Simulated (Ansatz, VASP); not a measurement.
**CdS: VASP beside Ansatz**

```
CELL_PARAMETERS angstrom
0.00000 2.78948 2.78948
2.78948 0.00000 2.78948
2.78948 2.78948 0.00000
ATOMIC_POSITIONS crystal
Cd 0.00000 0.00000 0.00000
S 0.50000 0.50000 0.50000
```

Alike in both runs: task single point; functional r2SCAN; k mesh 8 × 8 × 8; occupations fermi-dirac, width 0.05 eV; no spin polarisation.

|  | VASP | Ansatz |
| --- | --- | --- |
| version | VASP 6.6.1 | Ansatz 0.2.0 |
| potentials or method | VASP PAW PBE potentials, release 64 (Cd, S) | Ansatz PAW |
| plane-wave cutoff (eV) | 520 | 500 |
| valence electrons in the cell | 18 | 26 |

Ansatz gave:

```
gap on the k mesh at the Fermi level (eV) : 0.74
least direct gap on the mesh (eV)         : 1.91
pressure (GPa)                            : -4.8
```

Question: What did VASP give for the same quantities?

Answer: gap on the k mesh at the Fermi level (eV): 0.73; least direct gap on the mesh (eV): 1.88; pressure (GPa): -4.5.

VASP's potentials were made for PBE, not for r2SCAN. VASP's potentials hold 18 valence electrons a cell and Ansatz's 26, so a difference there can come from the potentials and not from the codes.
